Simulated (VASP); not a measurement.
# Ti (Fm-3m) in VASP: notebook, part 2 of 2

VASP 6.6.1. Earlier steps stand in the parts before.

## (3) Electric field gradients, PBE (volume scaled by 0.9405)

Input file INCAR:

```
  ALGO = Normal
  EDIFF = 1E-8
  ENCUT = 520
  GGA = PE
  ISIF = 2
  ISMEAR = -1
  LASPH = T
  LCHARG = F
  LEFG = T
  LREAL = F
  LWAVE = F
  NBANDS = 12
  NELM = 80
  PREC = Accurate
  SIGMA = 0.05
```

Input file KPOINTS:

```
k-points
0
Gamma
  14 14 14
```

Input file POSCAR:

```
Ti
1.0
    0.0000000000      1.9889123197      1.9889123197
    1.9889123197      0.0000000000      1.9889123197
    1.9889123197      1.9889123197      0.0000000000
Ti
1
Direct
    0.0000000000      0.0000000000      0.0000000000
```

Potentials or basis: VASP PAW PBE potentials, release 64 (Ti_sv).

Launch:

```bash
$ cat potpaw_PBE.64/Ti_sv/POTCAR > POTCAR
$ mpirun -np 1 vasp_std > vasp.out
```

OUTCAR:

```text
EDIFF = 1E-8
   ENCUT = 520
   GGA = PE
   ISIF = 2
   ISMEAR = -1
   LASPH = T
   LREAL = F
   NELM = 80
   PREC = Accurate

 ion  position               nearest neighbor table
   1  0.000  0.000  0.000-

  LATTYP: Found a face centered cubic cell.
 ALAT       =     3.9778246394

  Lattice vectors:

 A1 = (   0.0000000000,   1.9889123197,   1.9889123197)
 A2 = (   1.9889123197,   0.0000000000,   1.9889123197)
 A3 = (   1.9889123197,   1.9889123197,   0.0000000000)

Analysis of symmetry for initial positions (statically):
=====================================================================
 Subroutine PRICEL returns:
 Original cell was already a primitive cell.

 Routine SETGRP: Setting up the symmetry group for a
 face centered cubic supercell.

 Subroutine GETGRP returns: Found 48 space group operations
[... 540 lines left out ...]
  external PRESSURE =     122.6149430 kB  Pullay stress =       0.0000000 kB

 VOLUME and BASIS-vectors are now :
 -----------------------------------------------------------------------------
  energy-cutoff  :      520.00
  volume of cell :       15.74
      direct lattice vectors                 reciprocal lattice vectors
     0.000000000  1.988912320  1.988912320    -0.251393686  0.251393686  0.251393686
     1.988912320  0.000000000  1.988912320     0.251393686 -0.251393686  0.251393686
     1.988912320  1.988912320  0.000000000     0.251393686  0.251393686 -0.251393686

 POSITION                                       TOTAL-FORCE (eV/Angst)
 -----------------------------------------------------------------------------------
      0.00000      0.00000      0.00000        -0.000000      0.000000     -0.000000
 -----------------------------------------------------------------------------------
    total drift:                               -0.000000      0.000000     -0.000000

  FREE ENERGIE OF THE ION-ELECTRON SYSTEM (eV)
  ---------------------------------------------------
  free  energy   TOTEN  =        -7.7260526108 eV

  energy  without entropy=       -7.7124522531  energy(sigma->0) =       -7.71925243

 Electric field gradients (V/A^2)
---------------------------------------------------------------------
 ion       V_xx      V_yy      V_zz      V_xy      V_xz      V_yz
---------------------------------------------------------------------
   1       0.000    -0.000    -0.000    -0.001    -0.001    -0.001
---------------------------------------------------------------------

 Electric field gradients after diagonalization (V/A^2)
 (convention: |V_zz| > |V_xx| > |V_yy|)
----------------------------------------------------------------------
 ion       V_xx      V_yy      V_zz     asymmetry (V_yy - V_xx)/ V_zz
----------------------------------------------------------------------
   1       0.001     0.001    -0.001       0.000
----------------------------------------------------------------------

           NMR quadrupolar parameters

 Cq : quadrupolar parameter    Cq=e*Q*V_zz/h
 eta: asymmetry parameters     (V_yy - V_xx)/ V_zz
 Q  : nuclear electric quadrupole moment in mb (millibarn)
----------------------------------------------------------------------
 ion       Cq(MHz)       eta       Q (mb)
----------------------------------------------------------------------
   1      -0.000       0.000       1.000
----------------------------------------------------------------------
```

Wall time 15 s (1 thread of Intel Xeon Platinum 8375C at 2.90GHz (Ice Lake), shared host); peak memory 0.15 GiB.

Results:

| Quantity | Value |
| --- | --- |
| Free energy | -7.7261 eV |
| Pressure | 12.3 GPa |
| Band gap on the k mesh | zero (band 6 reaches 10.24 eV, above the bottom of band 7 at 8.84 eV) |

Caveat: without QUAD_EFG the Cq values of the log hold for a quadrupole moment of 1 mb, not for the nuclei.

## (4) Electric field gradients, PBE (volume scaled by 0.97)

Input file INCAR:

```
SYSTEM = Ti
ALGO     = Normal         ! electronic algorithm
EDIFF    = 1E-8           ! SCF threshold, eV
ENCUT    = 520            ! plane-wave cutoff, eV
GGA      = PE             ! functional
ISIF     = 2              ! what is computed and relaxed
ISMEAR   = -1             ! smearing method
LASPH    = .TRUE.         ! aspherical terms in the spheres
LCHARG   = .FALSE.        ! write CHGCAR
LEFG     = .TRUE.       
LREAL    = .FALSE.        ! projectors in reciprocal space
LWAVE    = .FALSE.        ! write WAVECAR
NBANDS   = 12             ! bands
NELM     = 80             ! most SCF steps
PREC     = Accurate       ! precision mode
SIGMA    = 0.05           ! smearing width, eV
```

Input file KPOINTS:

```
k-points
0
G
  14 14 14
  0 0 0
```

Input file POSCAR:

```
Ti
1.0
    0.0000000000      2.0094935475      2.0094935475
    2.0094935475      0.0000000000      2.0094935475
    2.0094935475      2.0094935475      0.0000000000
Ti
1
Direct
    0.0000000000      0.0000000000      0.0000000000
```

Potentials or basis: VASP PAW PBE potentials, release 64 (Ti_sv).

Launch:

```bash
$ cat potpaw_PBE.64/Ti_sv/POTCAR > POTCAR
$ mpirun -np 1 vasp_std > vasp.out
```

OUTCAR:

```text
SYSTEM = Ti
   EDIFF = 1E-8
   ENCUT = 520
   GGA = PE
   ISIF = 2
   ISMEAR = -1
   LASPH = .TRUE.
   LREAL = .FALSE.
   NELM = 80
   PREC = Accurate

 ion  position               nearest neighbor table
   1  0.000  0.000  0.000-

  LATTYP: Found a face centered cubic cell.
 ALAT       =     4.0189870950

  Lattice vectors:

 A1 = (   0.0000000000,   2.0094935475,   2.0094935475)
 A2 = (   2.0094935475,   0.0000000000,   2.0094935475)
 A3 = (   2.0094935475,   2.0094935475,   0.0000000000)

[... 564 lines left out ...]
    total drift:                                0.000000      0.000000      0.000000

  FREE ENERGIE OF THE ION-ELECTRON SYSTEM (eV)
  ---------------------------------------------------
  free  energy   TOTEN  =        -7.7572793132 eV

  energy  without entropy=       -7.7431051979  energy(sigma->0) =       -7.75019226

 Electric field gradients (V/A^2)
---------------------------------------------------------------------
 ion       V_xx      V_yy      V_zz      V_xy      V_xz      V_yz
---------------------------------------------------------------------
   1      -0.000     0.000     0.000    -0.001    -0.001    -0.001
---------------------------------------------------------------------

 Electric field gradients after diagonalization (V/A^2)
 (convention: |V_zz| > |V_xx| > |V_yy|)
----------------------------------------------------------------------
 ion       V_xx      V_yy      V_zz     asymmetry (V_yy - V_xx)/ V_zz
----------------------------------------------------------------------
   1       0.001     0.001    -0.002       0.000
----------------------------------------------------------------------

           NMR quadrupolar parameters

 Cq : quadrupolar parameter    Cq=e*Q*V_zz/h
 eta: asymmetry parameters     (V_yy - V_xx)/ V_zz
 Q  : nuclear electric quadrupole moment in mb (millibarn)
----------------------------------------------------------------------
 ion       Cq(MHz)       eta       Q (mb)
----------------------------------------------------------------------
   1      -0.000       0.000       1.000
----------------------------------------------------------------------
```

OSZICAR:

```text
N       E                     dE             d eps       ncg     rms          rms(c)
DAV:   1     0.864421734892E+02    0.86442E+02   -0.65273E+03  2540   0.122E+03
DAV:   2    -0.451086147498E+01   -0.90953E+02   -0.88411E+02  2524   0.295E+02
DAV:   3    -0.855910251685E+01   -0.40482E+01   -0.40104E+01  3404   0.645E+01
DAV:   4    -0.865932252208E+01   -0.10022E+00   -0.10016E+00  2816   0.881E+00
DAV:   5    -0.866203342245E+01   -0.27109E-02   -0.27107E-02  2992   0.125E+00    0.890E+00
DAV:   6    -0.775456454989E+01    0.90747E+00   -0.18459E+00  2720   0.206E+01    0.245E+00
DAV:   7    -0.774445245641E+01    0.10112E-01   -0.10275E-01  3032   0.389E+00    0.135E+00
DAV:   8    -0.775692539912E+01   -0.12473E-01   -0.41900E-02  2596   0.245E+00    0.145E-01
DAV:   9    -0.775722346110E+01   -0.29806E-03   -0.40969E-03  3040   0.684E-01    0.942E-02
DAV:  10    -0.775730624667E+01   -0.82786E-04   -0.27516E-04  2684   0.185E-01    0.230E-02
DAV:  11    -0.775727901353E+01    0.27233E-04   -0.25618E-05  3000   0.630E-02    0.889E-03
DAV:  12    -0.775727902413E+01   -0.10606E-07   -0.89759E-07  2772   0.121E-02    0.295E-03
DAV:  13    -0.775727941605E+01   -0.39192E-06   -0.61569E-07  3028   0.739E-03    0.167E-03
DAV:  14    -0.775727937140E+01    0.44654E-07   -0.31728E-08  2640   0.208E-03    0.100E-03
DAV:  15    -0.775727931337E+01    0.58033E-07   -0.21877E-08  2820   0.176E-03    0.192E-05
DAV:  16    -0.775727931318E+01    0.18144E-09   -0.47068E-10  1368   0.218E-04
   1 F= -.77572793E+01 E0= -.77501923E+01  d E =-.141741E-01
```

stdout:

```text
POSCAR found type information on POSCAR Ti
 POSCAR found :  1 types and       1 ions
 scaLAPACK will be used
 LDA part: xc-table for (Slater+PW92), standard interpolation
 POSCAR, INCAR and KPOINTS ok, starting setup
 FFT: planning ... GRIDC
 FFT: planning ... GRID_SOFT
 FFT: planning ... GRID
 WAVECAR not read
 entering main loop
ion   1
```

It took 16 s on 1 thread of Intel Xeon Platinum 8375C at 2.90GHz (Ice Lake), shared host; peak memory 0.15 GiB.

Results:

* Free energy: -7.7573 eV
* Pressure: 8.0 GPa
* Band gap on the k mesh: zero (band 6 reaches 9.88 eV, above the bottom of band 7 at 8.51 eV)

Levels at points of the mesh, in eV from the Fermi level:
```tsv
k point	band 4	band 5	band 6	band 7	band 8	band 9
(0.00, 0.00, 0.00)	-32.37	-6.25	0.92	0.92	0.92	2.71
(0.50, 0.00, 0.00)	-32.47	-2.74	0.79	0.79	0.82	3.88
(0.50, 0.50, 0.00)	-32.66	-2.81	-1.90	3.17	3.88	4.19
```

Caveat: without QUAD_EFG the Cq values of the log hold for a quadrupole moment of 1 mb, not for the nuclei.
